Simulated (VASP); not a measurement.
# Sn3Se (Fm-3m) in VASP: a series of runs

Sn3Se is run at these levels: PBEsol; tasks: single point.

Program: VASP 6.6.1. These are calculated values, not measurements. Logs are shortened: lines on timing, memory, paths and dates and some standing lists are left out, and cuts for length are marked.

## Step 1: The cell of the first run

It takes space group Fm-3m (No. 225, cubic). The conventional cell has a = 7.466 Å, b = 7.466 Å, c = 7.466 Å, α = 90.00°, β = 90.00°, γ = 90.00°. Within 4.3 Å of Sn (site symmetry m-3m) lie 8 Sn at 3.23 Å and 6 Se at 3.73 Å. Sn (site symmetry -43m) has 10 Sn at 3.23 to 3.73 Å and 4 Se at 3.23 Å within 4.3 Å. Se (site symmetry m-3m) has 14 Sn at 3.23 to 3.73 Å within 4.3 Å.

## Step 2: Single point, PBEsol

Input file INCAR:

```
SYSTEM = Sn3Se
PREC     = Accurate       ! precision mode
ENCUT    = 520            ! plane-wave cutoff, eV
EDIFF    = 1E-6           ! SCF threshold, eV
ISMEAR   = -1             ! smearing method
SIGMA    = 0.03           ! smearing width, eV
LREAL    = .FALSE.        ! projectors in reciprocal space
LASPH    = .TRUE.         ! aspherical terms in the spheres
NELM     = 100            ! most SCF steps
ALGO     = Normal         ! electronic algorithm
ISIF     = 2              ! what is computed and relaxed
LWAVE    = .FALSE.        ! write WAVECAR
LCHARG   = .FALSE.        ! write CHGCAR
GGA      = PS             ! functional
NBANDS   = 32             ! bands
```

Input file KPOINTS:

```
regular mesh
0
G
  4 4 4
  0 0 0
```

Input file POSCAR:

```
Sn3Se
1.0
    0.0000000000      3.7331380000      3.7331380000
    3.7331380000      0.0000000000      3.7331380000
    3.7331380000      3.7331380000      0.0000000000
Sn Se
3 1
Direct
    0.5000000000      0.5000000000      0.5000000000
    0.7500000000      0.7500000000      0.7500000000
    0.2500000000      0.2500000000      0.2500000000
    0.0000000000      0.0000000000      0.0000000000
```

Potentials or basis: VASP PAW PBE potentials, release 64 (Sn_d, Se).

The run is started by

```
cat potpaw_PBE.64/Sn_d/POTCAR potpaw_PBE.64/Se/POTCAR > POTCAR
mpirun -np 1 vasp_std > vasp.out
```

OUTCAR:

```text
SYSTEM = Sn3Se
   PREC = Accurate
   ENCUT = 520
   EDIFF = 1E-6
   ISMEAR = -1
   LREAL = .FALSE.
   LASPH = .TRUE.
   NELM = 100
   ISIF = 2
   GGA = PS

 ion  position               nearest neighbor table
   1  0.500  0.500  0.500-   3 3.23   3 3.23   3 3.23   2 3.23   2 3.23   2 3.23   3 3.23   2 3.23

   2  0.750  0.750  0.750-   1 3.23   1 3.23   1 3.23   4 3.23   4 3.23   4 3.23   4 3.23   1 3.23
                             3 3.73   3 3.73   3 3.73   3 3.73   3 3.73   3 3.73
   3  0.250  0.250  0.250-   4 3.23   4 3.23   4 3.23   1 3.23   1 3.23   1 3.23   4 3.23   1 3.23
                             2 3.73   2 3.73   2 3.73   2 3.73   2 3.73   2 3.73
   4  0.000  0.000  0.000-   2 3.23   2 3.23   2 3.23   3 3.23   3 3.23   3 3.23   3 3.23   2 3.23

  LATTYP: Found a face centered cubic cell.
 ALAT       =     7.4662760000

  Lattice vectors:

 A1 = (   0.0000000000,   3.7331380000,   3.7331380000)
 A2 = (   3.7331380000,   0.0000000000,   3.7331380000)
 A3 = (   3.7331380000,   3.7331380000,   0.0000000000)

Analysis of symmetry for initial positions (statically):
=====================================================================
 Subroutine PRICEL returns:
 Original cell was already a primitive cell.

 Routine SETGRP: Setting up the symmetry group for a
 face centered cubic supercell.

 Subroutine GETGRP returns: Found 48 space group operations
 (whereof 48 operations were pure point group operations)
 out of a pool of 48 trial point group operations.

The static configuration has the point symmetry O_h .

Analysis of symmetry for dynamics (positions and initial velocities):
=====================================================================
 Subroutine PRICEL returns:
 Original cell was already a primitive cell.

 Routine SETGRP: Setting up the symmetry group for a
 face centered cubic supercell.

 Subroutine GETGRP returns: Found 48 space group operations
 (whereof 48 operations were pure point group operations)
 out of a pool of 48 trial point group operations.

The dynamic configuration has the point symmetry O_h .

 Subroutine INISYM returns: Found 48 space group operations
 (whereof 48 operations are pure point group operations),
 and found     1 'primitive' translations

----------------------------------------------------------------------------------------

                                     Primitive cell

  volume of cell :     104.0524

  direct lattice vectors                    reciprocal lattice vectors
     0.000000000  3.733138000  3.733138000    -0.133935579  0.133935579  0.133935579
     3.733138000  0.000000000  3.733138000     0.133935579 -0.133935579  0.133935579
     3.733138000  3.733138000  0.000000000     0.133935579  0.133935579 -0.133935579

  length of vectors
     5.279454390  5.279454390  5.279454390     0.231983228  0.231983228  0.231983228

  position of ions in fractional coordinates (direct lattice)
     0.500000000  0.500000000  0.500000000
     0.750000000  0.750000000  0.750000000
     0.250000000  0.250000000  0.250000000
     0.000000000  0.000000000  0.000000000

  ion indices of the primitive-cell ions
   primitive index   ion index
                 1           1
                 2           2
                 3           3
                 4           4

----------------------------------------------------------------------------------------

 KPOINTS: regular mesh

Automatic generation of k-mesh.
 Grid dimensions read from file:
 generate k-points for:    4    4    4

 Generating k-lattice:

  Cartesian coordinates                     Fractional coordinates (reciprocal lattice)
    -0.033483895  0.033483895  0.033483895     0.250000000  0.000000000  0.000000000
     0.033483895 -0.033483895  0.033483895     0.000000000  0.250000000  0.000000000
     0.033483895  0.033483895 -0.033483895     0.000000000  0.000000000  0.250000000

  Length of vectors
     0.057995807  0.057995807  0.057995807

  Shift w.r.t. Gamma in fractional coordinates (k-lattice)
     0.000000000  0.000000000  0.000000000

 Subroutine IBZKPT returns following result:
 ===========================================

 Found      8 irreducible k-points:

 Following reciprocal coordinates:
            Coordinates               Weight
  0.000000  0.000000  0.000000      1.000000
  0.250000  0.000000  0.000000      8.000000
  0.500000  0.000000  0.000000      4.000000
  0.250000  0.250000  0.000000      6.000000
  0.500000  0.250000  0.000000     24.000000
 -0.250000  0.250000  0.000000     12.000000
  0.500000  0.500000  0.000000      3.000000
 -0.250000  0.500000  0.250000      6.000000
   k-points           NKPTS =      8   k-points in BZ     NKDIM =      8   number of bands    NBANDS=     32
   number of dos      NEDOS =    301   number of ions     NIONS =      4
   total plane-waves  NPLWV =  64000
   dimension x,y,z NGX =    40 NGY =   40 NGZ =   40
   dimension x,y,z NGXF=    80 NGYF=   80 NGZF=   80
   ions per type =               3   1
   NGX,Y,Z   is equivalent  to a cutoff of  12.60, 12.60, 12.60 a.u.
   NGXF,Y,Z  is equivalent  to a cutoff of  25.19, 25.19, 25.19 a.u.
 SYSTEM =  Sn3Se
   PREC   = accura    normal or accurate (medium, high low for compatibility)
   ISTART =      0    job   : 0-new  1-cont  2-samecut
   ICHARG =      2    charge: 1-file 2-atom 10-const
   ISPIN  =      1    spin polarized calculation?
   LNONCOLLINEAR =      F non collinear calculations
   LSORBIT =      F    spin-orbit coupling
   LASPH  =      T    aspherical Exc in radial PAW
   ENCUT  =  520.0 eV  38.22 Ry    6.18 a.u.   9.82  9.82  9.82*2*pi/ulx,y,z
   NELM   =    100;   NELMIN=  2; NELMDL= -5     # of ELM steps
   EDIFF  = 0.1E-05   stopping-criterion for ELM
   LREAL  =      F    real-space projection
   EDIFFG = 0.1E-04   stopping-criterion for IOM
   NSW    =      0    number of steps for IOM
   IBRION =     -1    ionic relax: 0-MD 1-quasi-New 2-CG
   NFREE  =      0    steps in history (QN), initial steepest desc. (CG)
   ISIF   =      2    stress and relaxation
   ISYM   =      2    0-nonsym 1-usesym 2-fastsym
   POTIM  = 0.5000    time-step for ionic-motion
   TEBEG  =    0.0;   TEEND  =   0.0 temperature during run
   PSTRESS=    0.0 pullay stress
   NELECT =      48.0000    total number of electrons
   NUPDOWN=      -1.0000    fix difference up-down
   EMIN   =  10.00;   EMAX   =-10.00  energy-range for DOS
   EFERMI =   0.00;   METHOD = LEGACY
   ISMEAR =    -1;   SIGMA  =   0.03  broadening in eV -4-tet -1-fermi 0-gaus
   EFERMI_NEDOS =   21; number of points for ismear=-14 and -15
   IALGO  =     38    algorithm
   IMIX   =      4    mixing-type and parameters
     AMIX     =   0.40;   BMIX     =  1.00
     AMIX_MAG =   1.60;   BMIX_MAG =  1.00
  volume/ion in A,a.u.               =      26.01       175.55
  Fermi-wavevector in a.u.,A,eV,Ry     =   1.264944  2.390397 21.770445  1.600083
  Thomas-Fermi vector in A             =   2.398223
   LORBIT       =      0    0 simple, 1 ext, 2 COOP (PROOUT), +10 PAW based schemes
   GGA     = PS    functional components
   LHFCALC =     F    Hartree Fock is set to
   AEXX    =    0.0000 exact exchange contribution
   IVDW    =     0    specifies the selected vdW correction
   LEPSILON=     F    determine dielectric tensor
   LRPA    =     F    only Hartree local field effects (RPA)
 non-spin polarized calculation
  energy-cutoff  :      520.00
  volume of cell :      104.05
 maximum number of plane-waves:      2826
   NGX = 19   NGY = 19   NGZ = 19

 number of electron      48.0000025 magnetization

 Free energy of the ion-electron system (eV)
  ---------------------------------------------------
  ext. energy  EPLUGINS =         0.00000000
  ---------------------------------------------------
  free energy    TOTEN  =       -16.45512572 eV

  energy without entropy =      -16.43688206  energy(sigma->0) =      -16.44600389

 E-fermi :   7.2828     XC(G=0): -10.4368

 val. band max:        7.1320726480   @ k =  -0.2500   0.2500   0.0000
 cond. band min:       7.3086997640   @ k =   0.2500   0.0000   0.0000
 fundamental gap:      0.1766271160
 Fermi energy:         7.2827536859

 k-point     1 :       0.0000    0.0000    0.0000
  band No.  band energies     occupation
      1     -14.4332      2.00000
      2     -14.4332      2.00000
      3     -14.4047      2.00000
      4     -14.4047      2.00000
      5     -14.4047      2.00000
      6     -14.3915      2.00000
[... 24 lines left out ...]
     31      13.6102      0.00000
     32      13.6102      0.00000

 k-point     2 :       0.2500    0.0000    0.0000
  band No.  band energies     occupation
      1     -14.4219      2.00000
      2     -14.4219      2.00000
      3     -14.4207      2.00000
      4     -14.4148      2.00000
      5     -14.4148      2.00000
      6     -14.3790      2.00000
[... 24 lines left out ...]
     31      12.2982      0.00000
     32      13.1575      0.00000

 k-point     3 :       0.5000    0.0000    0.0000
  band No.  band energies     occupation
      1     -14.4326      2.00000
      2     -14.4326      2.00000
      3     -14.4078      2.00000
      4     -14.3802      2.00000
      5     -14.3802      2.00000
      6     -14.3741      2.00000
[... 24 lines left out ...]
     31      12.7993      0.00000
     32      16.1273      0.00000

 k-point     4 :       0.2500    0.2500    0.0000
  band No.  band energies     occupation
      1     -14.4316      2.00000
      2     -14.4316      2.00000
      3     -14.4214      2.00000
      4     -14.4088      2.00000
      5     -14.3910      2.00000
      6     -14.3903      2.00000
[... 24 lines left out ...]
     31      12.0342      0.00000
     32      12.0342      0.00000

 k-point     5 :       0.5000    0.2500    0.0000
  band No.  band energies     occupation
      1     -14.4359      2.00000
      2     -14.4294      2.00000
      3     -14.4084      2.00000
      4     -14.3994      2.00000
      5     -14.3970      2.00000
      6     -14.3767      2.00000
[... 24 lines left out ...]
     31      12.3011      0.00000
     32      13.9767      0.00000

 k-point     6 :      -0.2500    0.2500    0.0000
  band No.  band energies     occupation
      1     -14.4332      2.00000
      2     -14.4253      2.00000
      3     -14.4139      2.00000
      4     -14.4044      2.00000
      5     -14.3900      2.00000
      6     -14.3773      2.00000
[... 24 lines left out ...]
     31      12.5712      0.00000
     32      14.4344      0.00000

 k-point     7 :       0.5000    0.5000    0.0000
  band No.  band energies     occupation
      1     -14.4383      2.00000
      2     -14.4383      2.00000
      3     -14.4116      2.00000
      4     -14.4079      2.00000
      5     -14.3981      2.00000
      6     -14.3722      2.00000
[... 24 lines left out ...]
     31      12.3421      0.00000
     32      13.2320      0.00000

 k-point     8 :      -0.2500    0.5000    0.2500
  band No.  band energies     occupation
      1     -14.4329      2.00000
      2     -14.4211      2.00000
      3     -14.4211      2.00000
      4     -14.3965      2.00000
      5     -14.3887      2.00000
      6     -14.3871      2.00000
[... 24 lines left out ...]
     31      11.6292      0.00000
     32      14.8125      0.00000

------------------------ aborting loop because EDIFF is reached ----------------------------------------

  FORCE on cell =-STRESS in cart. coord.  units (eV):
  Direction    XX          YY          ZZ          XY          YZ          ZX
  --------------------------------------------------------------------------------------
  -------------------------------------------------------------------------------------
  Total       -2.4843962     -2.4843962     -2.4843962     -0.0000000      0.0000000     -0.0000000
  in kB      -38.2542156    -38.2542156    -38.2542156     -0.0000000      0.0000000     -0.0000000
  external PRESSURE =     -38.2542156 kB  Pullay stress =       0.0000000 kB

 VOLUME and BASIS-vectors are now :
 -----------------------------------------------------------------------------
  energy-cutoff  :      520.00
  volume of cell :      104.05
      direct lattice vectors                 reciprocal lattice vectors
     0.000000000  3.733138000  3.733138000    -0.133935579  0.133935579  0.133935579
     3.733138000  0.000000000  3.733138000     0.133935579 -0.133935579  0.133935579
     3.733138000  3.733138000  0.000000000     0.133935579  0.133935579 -0.133935579

 POSITION                                       TOTAL-FORCE (eV/Angst)
 -----------------------------------------------------------------------------------
      3.73314      3.73314      3.73314        -0.000000      0.000000     -0.000000
      5.59971      5.59971      5.59971         0.000000      0.000000      0.000000
      1.86657      1.86657      1.86657        -0.000000     -0.000000     -0.000000
      0.00000      0.00000      0.00000        -0.000000      0.000000     -0.000000
 -----------------------------------------------------------------------------------
    total drift:                               -0.000000     -0.000000      0.000000

  FREE ENERGIE OF THE ION-ELECTRON SYSTEM (eV)
  ---------------------------------------------------
  free  energy   TOTEN  =       -16.4551257172 eV

  energy  without entropy=      -16.4368820615  energy(sigma->0) =      -16.44600389
```

Wall time 31 s (1 thread of Intel Xeon 6975P-C, shared host); peak memory 0.25 GiB.

What came out:

```
Free energy            : -16.4551 eV
Pressure               : -3.8 GPa
Band gap on the k mesh : zero (band 24 reaches 7.92 eV, above the bottom of band 25 at 5.75 eV)
```

Levels at points of the mesh, in eV from the Fermi level:
```csv
k point,band 20,band 21,band 22,band 23,band 24,band 25,band 26,band 27,band 28,band 29
"(0.00, 0.00, 0.00)",-3.04,-3.04,-3.04,-1.53,-1.53,-1.53,-0.82,-0.82,-0.82,3.85
"(0.50, 0.00, 0.00)",-3.55,-3.55,-2.41,-2.41,-1.04,0.11,1.89,1.89,3.26,3.26
"(0.50, 0.50, 0.00)",-5.02,-5.02,-0.50,0.25,0.25,0.73,2.52,2.52,2.96,3.87
```

Caveat: the k points lie up to 0.36 Å⁻¹ apart; the PAW data sets were made with another functional, which shifts forces and pressure a little; spin-orbit coupling is left out, which moves the levels of the heavy elements.

## Step 3: Single point, PBEsol

This run uses another cell than the first one, of 18.71 Å³/atom, 0.719 times its volume.

Input file INCAR:

```
PREC = Accurate
ENCUT = 520
EDIFF = 1E-6
ISMEAR = -1
SIGMA = 0.05
LREAL = F
LASPH = T
NELM = 100
ALGO = Normal
ISIF = 2
LWAVE = F
LCHARG = T
GGA = PS
LELF = T
LVHAR = T
NBANDS = 32
```

Input file KPOINTS:

```
regular mesh
0
Gamma
  6 6 6
```

Input file POSCAR:

```
Sn3Se
1.0
    0.0000000000      3.3444975164      3.3444975164
    3.3444975164      0.0000000000      3.3444975164
    3.3444975164      3.3444975164      0.0000000000
Sn Se
3 1
Direct
    0.5000000000      0.5000000000      0.5000000000
    0.7500000000      0.7500000000      0.7500000000
    0.2500000000      0.2500000000      0.2500000000
    0.0000000000      0.0000000000      0.0000000000
```

Potentials or basis: VASP PAW PBE potentials, release 64 (Sn_d, Se).

The run is started by

```
cat potpaw_PBE.64/Sn_d/POTCAR potpaw_PBE.64/Se/POTCAR > POTCAR
mpirun -np 1 vasp_std > vasp.out
```

It took 19 s on 1 thread of Intel Xeon 6975P-C (Granite Rapids), shared host; peak memory 0.21 GiB.

Results (log left out):

* Free energy: -14.9900 eV
* Pressure: 30.1 GPa
* Band gap on the k mesh: zero (band 24 reaches 12.53 eV, above the bottom of band 25 at 10.58 eV)

Levels at points of the mesh, in eV from the Fermi level:
| k point | band 21 | band 22 | band 23 | band 24 | band 25 | band 26 | band 27 | band 28 |
| --- | --- | --- | --- | --- | --- | --- | --- | --- |
| (0.00, 0.00, 0.00) | -4.27 | -2.43 | -2.43 | -2.43 | -1.10 | -1.10 | -1.10 | -0.93 |
| (0.50, 0.00, 0.00) | -4.67 | -3.46 | -3.46 | -0.39 | 1.11 | 2.54 | 2.54 | 3.62 |
| (0.50, 0.50, 0.00) | -6.83 | 0.18 | 0.63 | 0.63 | 2.10 | 3.23 | 3.23 | 4.96 |

Caveat: the PAW data sets were made with another functional, which shifts forces and pressure a little; spin-orbit coupling is left out, which moves the levels of the heavy elements.

## Step 4: Single point, PBEsol

This run uses another cell than the first one, of 19.87 Å³/atom, 0.764 times its volume.

Input file INCAR:

```
SYSTEM = Sn3Se
ALGO = Normal
EDIFF = 1E-7
ENCUT = 520
GGA = PS
ISIF = 2
ISMEAR = -1
LASPH = .True.
LCHARG = .False.
LREAL = .False.
LWAVE = .False.
NBANDS = 32
NELM = 60
PREC = Accurate
SIGMA = 0.05
```

Input file KPOINTS:

```
k-points
0
Gamma
  6 6 6
  0 0 0
```

Input file POSCAR:

```
Sn3Se
1.0
    0.0000000000      3.4123560432      3.4123560432
    3.4123560432      0.0000000000      3.4123560432
    3.4123560432      3.4123560432      0.0000000000
Sn Se
3 1
Direct
    0.5000000000      0.5000000000      0.5000000000
    0.7500000000      0.7500000000      0.7500000000
    0.2500000000      0.2500000000      0.2500000000
    0.0000000000      0.0000000000      0.0000000000
```

The run is started by

```
cat potpaw_PBE.64/Sn_d/POTCAR potpaw_PBE.64/Se/POTCAR > POTCAR
mpirun -np 1 vasp_std > vasp.out
```

Wall time 21 s (1 thread of Intel Xeon 6975P-C (Granite Rapids), shared host); peak memory 0.21 GiB.

The run converged. Its results:

```yaml
Free_energy: -15.7114 eV
Pressure: 20.0 GPa
Band_gap_on_the_k_mesh: zero (band 24 reaches 11.52 eV, above the bottom of band 25 at 9.38 eV)
```

Levels at points of the mesh, in eV from the Fermi level:
```tsv
k point	band 20	band 21	band 22	band 23	band 24	band 25	band 26	band 27	band 28	band 29
(0.00, 0.00, 0.00)	-3.98	-3.98	-2.17	-2.17	-2.17	-1.32	-0.96	-0.96	-0.96	3.75
(0.50, 0.00, 0.00)	-4.65	-4.65	-3.17	-3.17	-0.49	0.97	2.48	2.48	3.64	3.64
(0.50, 0.50, 0.00)	-6.58	-6.58	0.09	0.61	0.61	1.87	3.17	3.17	4.63	5.25
```

Caveat: the PAW data sets were made with another functional, which shifts forces and pressure a little; spin-orbit coupling is left out, which moves the levels of the heavy elements.

## Step 5: Overview

| cell | k mesh | smearing | gap on the mesh (eV) | pressure (GPa) |
| --- | --- | --- | --- | --- |
| a = 5.279 Å, angles 60.0°, 4 atoms | 4 × 4 × 4 | fermi-dirac 0.03 eV | none | -3.8 |
| a = 4.730 Å, angles 60.0°, 4 atoms | 6 × 6 × 6 | fermi-dirac 0.05 eV | none | 30.1 |
| a = 4.826 Å, angles 60.0°, 4 atoms | 6 × 6 × 6 | fermi-dirac 0.05 eV | none | 20.0 |

Alike in all rows: task single point; level PBEsol; potentials or basis VASP PAW PBE potentials, release 64 (Sn_d, Se); no spin polarisation; cutoff (eV) 520.

Caveats: some runs use coarse meshes; the PAW data sets were made with another functional, which shifts forces and pressure a little; spin-orbit coupling is left out, which moves the levels of the heavy elements.

Total energies depend on the potentials used, so only differences within one code and one set of settings carry meaning.
